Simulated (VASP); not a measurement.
# Ag (Im-3m) in VASP: a series of runs

Runs on Ag. Level: r2SCAN. Tasks: single point.

Program: VASP 6.6.1. These are calculated values, not measurements. Logs are shortened: lines on timing, memory, paths and dates and some standing lists are left out, and cuts for length are marked.

### Step 1. The cell of the first run

The structure is cubic, space group Im-3m (No. 229). Conventional cell: a = 3.311 Å, b = 3.311 Å, c = 3.311 Å, α = 90.00°, β = 90.00°, γ = 90.00°. Ag (site symmetry m-3m) has 14 Ag at 2.87 to 3.31 Å within 3.8 Å.

This isn't the form of Ag at room conditions, which is fcc.

### Step 2. Single point, r2SCAN (18.15 Å³/atom)

Contents of POSCAR:

```
Ag
1.0
   -1.6555246593      1.6555246593      1.6555246593
    1.6555246593     -1.6555246593      1.6555246593
    1.6555246593      1.6555246593     -1.6555246593
Ag
1
Direct
    0.0000000000      0.0000000000      0.0000000000
```

Contents of INCAR.step1:

```
PREC = Accurate
ENCUT = 520
ISMEAR = -1
SIGMA = 0.1
LREAL = False
LASPH = True
NELM = 60
NBANDS = 12
GGA = PE
ALGO = Normal
EDIFF = 1E-4
LWAVE = True
LCHARG = False
```

Contents of INCAR.step2:

```
PREC = Accurate
ENCUT = 520
EDIFF = 1E-7
ISMEAR = -1
SIGMA = 0.1
LREAL = False
LASPH = True
NELM = 60
ALGO = Normal
ISIF = 2
LWAVE = False
LCHARG = False
METAGGA = R2SCAN
LMIXTAU = True
NBANDS = 12
ISTART = 1
```

Contents of KPOINTS:

```
regular mesh
0
Gamma
  15 15 15
```

Potentials or basis: VASP PAW PBE potentials, release 64 (Ag).

Started as:

```console
$ cat potpaw_PBE.64/Ag/POTCAR > POTCAR
$ cp INCAR.step1 INCAR
$ mpirun -np 1 vasp_std > vasp.out
$ cp INCAR.step2 INCAR
$ mpirun -np 1 vasp_std > vasp.out
```

OUTCAR:

```text
PREC = Accurate
   ENCUT = 520
   EDIFF = 1E-7
   ISMEAR = -1
   LREAL = False
   LASPH = True
   NELM = 60
   ISIF = 2
   METAGGA = R2SCAN
   ISTART = 1

 ion  position               nearest neighbor table
   1  0.000  0.000  0.000-

  LATTYP: Found a body centered cubic cell.
 ALAT       =     3.3110493186

  Lattice vectors:

 A1 = (  -1.6555246593,   1.6555246593,   1.6555246593)
 A2 = (   1.6555246593,  -1.6555246593,   1.6555246593)
 A3 = (   1.6555246593,   1.6555246593,  -1.6555246593)

Analysis of symmetry for initial positions (statically):
=====================================================================
 Subroutine PRICEL returns:
 Original cell was already a primitive cell.

 Routine SETGRP: Setting up the symmetry group for a
 body centered cubic supercell.

 Subroutine GETGRP returns: Found 48 space group operations
 (whereof 48 operations were pure point group operations)
 out of a pool of 48 trial point group operations.

The static configuration has the point symmetry O_h .

Analysis of symmetry for dynamics (positions and initial velocities):
=====================================================================
 Subroutine PRICEL returns:
 Original cell was already a primitive cell.

 Routine SETGRP: Setting up the symmetry group for a
 body centered cubic supercell.

 Subroutine GETGRP returns: Found 48 space group operations
 (whereof 48 operations were pure point group operations)
 out of a pool of 48 trial point group operations.

The dynamic configuration has the point symmetry O_h .

 Subroutine INISYM returns: Found 48 space group operations
 (whereof 48 operations are pure point group operations),
 and found     1 'primitive' translations

----------------------------------------------------------------------------------------

                                     Primitive cell

  volume of cell :      18.1496

  direct lattice vectors                    reciprocal lattice vectors
    -1.655524659  1.655524659  1.655524659     0.000000000  0.302019059  0.302019059
     1.655524659 -1.655524659  1.655524659     0.302019059  0.000000000  0.302019059
     1.655524659  1.655524659 -1.655524659     0.302019059  0.302019059  0.000000000

  length of vectors
     2.867452823  2.867452823  2.867452823     0.427119450  0.427119450  0.427119450

  position of ions in fractional coordinates (direct lattice)
     0.000000000  0.000000000  0.000000000

  ion indices of the primitive-cell ions
   primitive index   ion index
                 1           1

----------------------------------------------------------------------------------------

 KPOINTS: regular mesh

Automatic generation of k-mesh.
 Grid dimensions read from file:
 generate k-points for:   15   15   15

 Generating k-lattice:

  Cartesian coordinates                     Fractional coordinates (reciprocal lattice)
     0.000000000  0.020134604  0.020134604     0.066666667  0.000000000  0.000000000
     0.020134604  0.000000000  0.020134604     0.000000000  0.066666667  0.000000000
     0.020134604  0.020134604  0.000000000     0.000000000  0.000000000  0.066666667

  Length of vectors
     0.028474630  0.028474630  0.028474630

  Shift w.r.t. Gamma in fractional coordinates (k-lattice)
     0.000000000  0.000000000  0.000000000

 Subroutine IBZKPT returns following result:
 ===========================================

 Found    120 irreducible k-points:

 Following reciprocal coordinates:
            Coordinates               Weight
  0.000000  0.000000  0.000000      1.000000
  0.066667  0.000000  0.000000     12.000000
  0.133333  0.000000  0.000000     12.000000
  0.200000  0.000000  0.000000     12.000000
  0.266667  0.000000  0.000000     12.000000
  0.333333  0.000000  0.000000     12.000000
[... 16 lines left out ...]
  0.333333  0.200000  0.000000     48.000000
  0.400000  0.200000 -0.000000     24.000000
 [... further k-points ...]
   k-points           NKPTS =    120   k-points in BZ     NKDIM =    120   number of bands    NBANDS=     12
   number of dos      NEDOS =    301   number of ions     NIONS =      1
   total plane-waves  NPLWV =  13824
   dimension x,y,z NGX =    24 NGY =   24 NGZ =   24
   dimension x,y,z NGXF=    48 NGYF=   48 NGZF=   48
   ions per type =               1
   NGX,Y,Z   is equivalent  to a cutoff of  13.91, 13.91, 13.91 a.u.
   NGXF,Y,Z  is equivalent  to a cutoff of  27.83, 27.83, 27.83 a.u.
 SYSTEM =  unknown system
   PREC   = accura    normal or accurate (medium, high low for compatibility)
   ISTART =      1    job   : 0-new  1-cont  2-samecut
   ICHARG =      0    charge: 1-file 2-atom 10-const
   ISPIN  =      1    spin polarized calculation?
   LNONCOLLINEAR =      F non collinear calculations
   LSORBIT =      F    spin-orbit coupling
   LASPH  =      T    aspherical Exc in radial PAW
   ENCUT  =  520.0 eV  38.22 Ry    6.18 a.u.   5.33  5.33  5.33*2*pi/ulx,y,z
   NELM   =     60;   NELMIN=  2; NELMDL=  0     # of ELM steps
   EDIFF  = 0.1E-06   stopping-criterion for ELM
   LREAL  =      F    real-space projection
   EDIFFG = 0.1E-05   stopping-criterion for IOM
   NSW    =      0    number of steps for IOM
   IBRION =     -1    ionic relax: 0-MD 1-quasi-New 2-CG
   NFREE  =      0    steps in history (QN), initial steepest desc. (CG)
   ISIF   =      2    stress and relaxation
   ISYM   =      2    0-nonsym 1-usesym 2-fastsym
   POTIM  = 0.5000    time-step for ionic-motion
   TEBEG  =    0.0;   TEEND  =   0.0 temperature during run
   PSTRESS=    0.0 pullay stress
   NELECT =      11.0000    total number of electrons
   NUPDOWN=      -1.0000    fix difference up-down
   EMIN   =  10.00;   EMAX   =-10.00  energy-range for DOS
   EFERMI =   0.00;   METHOD = LEGACY
   ISMEAR =    -1;   SIGMA  =   0.10  broadening in eV -4-tet -1-fermi 0-gaus
   EFERMI_NEDOS =   21; number of points for ismear=-14 and -15
   IALGO  =     38    algorithm
   IMIX   =      4    mixing-type and parameters
     AMIX     =   0.40;   BMIX     =  1.00
     AMIX_MAG =   1.60;   BMIX_MAG =  1.00
  volume/ion in A,a.u.               =      18.15       122.48
  Fermi-wavevector in a.u.,A,eV,Ry     =   1.385426  2.618076 26.115102  1.919406
  Thomas-Fermi vector in A             =   2.509837
   LORBIT       =      0    0 simple, 1 ext, 2 COOP (PROOUT), +10 PAW based schemes
   METAGGA = R2SCAN    functional components
   LHFCALC =     F    Hartree Fock is set to
   AEXX    =    0.0000 exact exchange contribution
   IVDW    =     0    specifies the selected vdW correction
   LEPSILON=     F    determine dielectric tensor
   LRPA    =     F    only Hartree local field effects (RPA)
 non-spin polarized calculation
  energy-cutoff  :      520.00
  volume of cell :       18.15
 maximum number of plane-waves:       497
 NGX is ok and might be reduce to    24
   NGX = 11   NGY = 11   NGZ = 11

 number of electron      11.0000002 magnetization

 Free energy of the ion-electron system (eV)
  ---------------------------------------------------
  ext. energy  EPLUGINS =         0.00000000
  ---------------------------------------------------
  free energy    TOTEN  =       -21.32450168 eV

  energy without entropy =      -21.31583972  energy(sigma->0) =      -21.32017070

 E-fermi :   7.6409     XC(G=0): -12.5377

 val. band max:        7.6372219319   @ k =  -0.4000   0.4667   0.0667
 cond. band min:       7.6612680102   @ k =  -0.3333   0.4000   0.2000
 fundamental gap:      0.0240460783
 Fermi energy:         7.6409059759

 k-point     1 :       0.0000    0.0000    0.0000
  band No.  band energies     occupation
      1       0.1152      2.00000
      2       2.5663      2.00000
      3       2.5663      2.00000
      4       2.5663      2.00000
      5       3.7888      2.00000
      6       3.7888      2.00000
      7      26.0651      0.00000
      8      26.0651      0.00000
      9      26.0651      0.00000
     10      31.5621      0.00000
     11      31.5621      0.00000
     12      31.5621      0.00000

 k-point     2 :       0.0667    0.0000    0.0000
  band No.  band energies     occupation
      1       0.2594      2.00000
      2       2.5333      2.00000
      3       2.5728      2.00000
      4       2.6445      2.00000
      5       3.7532      2.00000
      6       3.7910      2.00000
      7      25.6176      0.00000
      8      25.9967      0.00000
      9      26.1412      0.00000
     10      30.0807      0.00000
     11      30.0903      0.00000
     12      30.6314      0.00000

 k-point     3 :       0.1333    0.0000    0.0000
  band No.  band energies     occupation
      1       0.6650      2.00000
      2       2.4413      2.00000
      3       2.6027      2.00000
      4       2.8716      2.00000
      5       3.6739      2.00000
      6       3.7984      2.00000
      7      24.0625      0.00000
      8      25.5195      0.00000
      9      26.3488      0.00000
     10      28.7744      0.00000
     11      28.8777      0.00000
     12      29.3155      0.00000
[... 286 lines left out ...]
 k-point    23 :       0.3333    0.2000    0.0000
  band No.  band energies     occupation
      1       1.6844      2.00000
      2       2.1108      2.00000
      3       3.2083      2.00000
      4       3.7051      2.00000
      5       4.1144      2.00000
      6       8.6404      0.00009
      7      13.2610      0.00000
      8      16.9357      0.00000
      9      22.0048      0.00000
     10      28.1355      0.00000
     11      30.8978      0.00000
     12      33.8545      0.00000

 k-point    24 :       0.4000    0.2000   -0.0000
  band No.  band energies     occupation
      1       1.6542      2.00000
      2       2.0888      2.00000
      3       3.2532      2.00000
      4       3.7354      2.00000
      5       4.1628      2.00000
      6       9.8538      0.00000
      7      11.8156      0.00000
      8      16.7487      0.00000
      9      21.8575      0.00000
     10      28.2518      0.00000
     11      30.9265      0.00000
     12      33.8310      0.00000

 [... further k-points ...]

------------------------ aborting loop because EDIFF is reached ----------------------------------------

  FORCE on cell =-STRESS in cart. coord.  units (eV):
  Direction    XX          YY          ZZ          XY          YZ          ZX
  --------------------------------------------------------------------------------------
  -------------------------------------------------------------------------------------
  Total       -0.4147460     -0.4147460     -0.4147460      0.0000000      0.0000000      0.0000000
  in kB      -36.6121974    -36.6121974    -36.6121974      0.0000000      0.0000000      0.0000000
  external PRESSURE =     -36.6121974 kB  Pullay stress =       0.0000000 kB

 VOLUME and BASIS-vectors are now :
 -----------------------------------------------------------------------------
  energy-cutoff  :      520.00
  volume of cell :       18.15
      direct lattice vectors                 reciprocal lattice vectors
    -1.655524659  1.655524659  1.655524659     0.000000000  0.302019059  0.302019059
     1.655524659 -1.655524659  1.655524659     0.302019059  0.000000000  0.302019059
     1.655524659  1.655524659 -1.655524659     0.302019059  0.302019059  0.000000000

 POSITION                                       TOTAL-FORCE (eV/Angst)
 -----------------------------------------------------------------------------------
      0.00000      0.00000      0.00000        -0.000000      0.000000     -0.000000
 -----------------------------------------------------------------------------------
    total drift:                               -0.000000      0.000000      0.000000

  FREE ENERGIE OF THE ION-ELECTRON SYSTEM (eV)
  ---------------------------------------------------
  free  energy   TOTEN  =       -21.3245016810 eV

  energy  without entropy=      -21.3158397231  energy(sigma->0) =      -21.32017070
```

Wall time 30 s (1 thread of Intel Xeon 6975P-C (Granite Rapids), shared host); peak memory 0.16 GiB.

What came out:

```
Free energy            : -21.3245 eV
Pressure               : -3.7 GPa
Band gap on the k mesh : zero (an odd number of electrons rules out a gap without spin polarisation)
```

Levels at points of the mesh, in eV from the Fermi level:
| k point | band 4 | band 5 | band 6 | band 7 | band 8 | band 9 |
| --- | --- | --- | --- | --- | --- | --- |
| (0.00, 0.00, 0.00) | -5.07 | -3.85 | -3.85 | 18.42 | 18.42 | 18.42 |

Caveat: the cell stands under tension; the PAW data sets were made with another functional, which shifts forces and pressure a little.

### Step 3. Single point, r2SCAN (18.85 Å³/atom)

This run uses another cell than the first one, of 18.85 Å³/atom.

Contents of POSCAR:

```
Ag
1.0
   -1.6764828925      1.6764828925      1.6764828925
    1.6764828925     -1.6764828925      1.6764828925
    1.6764828925      1.6764828925     -1.6764828925
Ag
1
Direct
    0.0000000000      0.0000000000      0.0000000000
```

Contents of INCAR.step1:

```
SYSTEM = Ag
PREC = Accurate
ENCUT = 520
ISMEAR = -1
SIGMA = 0.1
LREAL = .FALSE.
LASPH = .TRUE.
NELM = 60
NBANDS = 12
GGA = PE
ALGO = Normal
EDIFF = 1E-4
LWAVE = .TRUE.
LCHARG = .FALSE.
```

Contents of INCAR.step2:

```
SYSTEM = Ag
PREC = Accurate
ENCUT = 520
EDIFF = 1E-7
ISMEAR = -1
SIGMA = 0.1
LREAL = .FALSE.
LASPH = .TRUE.
NELM = 60
ALGO = Normal
ISIF = 2
LWAVE = .FALSE.
LCHARG = .FALSE.
METAGGA = R2SCAN
LMIXTAU = .TRUE.
NBANDS = 12
ISTART = 1
```

Contents of KPOINTS:

```
Automatic mesh
0
G
  15 15 15
  0 0 0
```

Potentials or basis: VASP PAW PBE potentials, release 64 (Ag).

Started as:

```console
$ cat potpaw_PBE.64/Ag/POTCAR > POTCAR
$ cp INCAR.step1 INCAR
$ mpirun -np 1 vasp_std > vasp.out
$ cp INCAR.step2 INCAR
$ mpirun -np 1 vasp_std > vasp.out
```

OUTCAR:

```text
SYSTEM = Ag
   PREC = Accurate
   ENCUT = 520
   EDIFF = 1E-7
   ISMEAR = -1
   LREAL = .FALSE.
   LASPH = .TRUE.
   NELM = 60
   ISIF = 2
   METAGGA = R2SCAN
   ISTART = 1

 ion  position               nearest neighbor table
   1  0.000  0.000  0.000-

  LATTYP: Found a body centered cubic cell.
 ALAT       =     3.3529657850

  Lattice vectors:

 A1 = (  -1.6764828925,   1.6764828925,   1.6764828925)
 A2 = (   1.6764828925,  -1.6764828925,   1.6764828925)
 A3 = (   1.6764828925,   1.6764828925,  -1.6764828925)

Analysis of symmetry for initial positions (statically):
=====================================================================
 Subroutine PRICEL returns:
 Original cell was already a primitive cell.

 Routine SETGRP: Setting up the symmetry group for a
 body centered cubic supercell.

 Subroutine GETGRP returns: Found 48 space group operations
 (whereof 48 operations were pure point group operations)
 out of a pool of 48 trial point group operations.

The static configuration has the point symmetry O_h .

Analysis of symmetry for dynamics (positions and initial velocities):
[... 168 lines left out ...]
      3       2.2181      2.00000
      4       2.2181      2.00000
      5       3.3650      2.00000
      6       3.3650      2.00000
      7      25.4198      0.00000
      8      25.4198      0.00000
      9      25.4198      0.00000
     10      30.3492      0.00000
     11      30.3492      0.00000
     12      30.3492      0.00000
[... 331 lines left out ...]
 k-point    24 :       0.4000    0.2000    0.0000
  band No.  band energies     occupation
      1       1.3722      2.00000
      2       1.7796      2.00000
      3       2.8773      2.00000
      4       3.3143      2.00000
      5       3.7166      2.00000
      6       9.3525      0.00000
      7      11.1418      0.00000
      8      16.0440      0.00000
      9      21.0761      0.00000
     10      27.3775      0.00000
     11      30.0840      0.00000
     12      32.7781      0.00000

 [... further k-points ...]

------------------------ aborting loop because EDIFF is reached ----------------------------------------

  FORCE on cell =-STRESS in cart. coord.  units (eV):
  Direction    XX          YY          ZZ          XY          YZ          ZX
  --------------------------------------------------------------------------------------
  -------------------------------------------------------------------------------------
  Total       -0.7477342     -0.7477342     -0.7477342     -0.0000000     -0.0000000      0.0000000
  in kB      -63.5624208    -63.5624208    -63.5624208     -0.0000000     -0.0000000      0.0000000
  external PRESSURE =     -63.5624208 kB  Pullay stress =       0.0000000 kB

 VOLUME and BASIS-vectors are now :
 -----------------------------------------------------------------------------
  energy-cutoff  :      520.00
  volume of cell :       18.85
      direct lattice vectors                 reciprocal lattice vectors
    -1.676482892  1.676482892  1.676482892     0.000000000  0.298243425  0.298243425
     1.676482892 -1.676482892  1.676482892     0.298243425  0.000000000  0.298243425
     1.676482892  1.676482892 -1.676482892     0.298243425  0.298243425  0.000000000

 POSITION                                       TOTAL-FORCE (eV/Angst)
 -----------------------------------------------------------------------------------
      0.00000      0.00000      0.00000        -0.000000      0.000000     -0.000000
 -----------------------------------------------------------------------------------
    total drift:                                0.000000      0.000000     -0.000000

  FREE ENERGIE OF THE ION-ELECTRON SYSTEM (eV)
  ---------------------------------------------------
  free  energy   TOTEN  =       -21.3027079021 eV

  energy  without entropy=      -21.2940833086  energy(sigma->0) =      -21.29839561
```

It took 30 s on 1 thread of Intel Xeon 6975P-C (Granite Rapids), shared host; peak memory 0.16 GiB.

Results:

| Quantity | Value |
| --- | --- |
| Free energy | -21.3027 eV |
| Pressure | -6.4 GPa |
| Band gap on the k mesh | zero (an odd number of electrons rules out a gap without spin polarisation) |

Levels at points of the mesh, in eV from the Fermi level:
```
           k point  band 1  band 2  band 3  band 4  band 5  band 6  band 7  band 8  band 9  band 10
(0.00, 0.00, 0.00)   -7.26   -4.95   -4.95   -4.95   -3.81   -3.81   18.25   18.25   18.25    23.18
```

Caveat: the cell stands under tension; the PAW data sets were made with another functional, which shifts forces and pressure a little.

[end of part 1 of 2]

The gap in the log of VASP goes by the Fermi energy; the results here count the filled bands.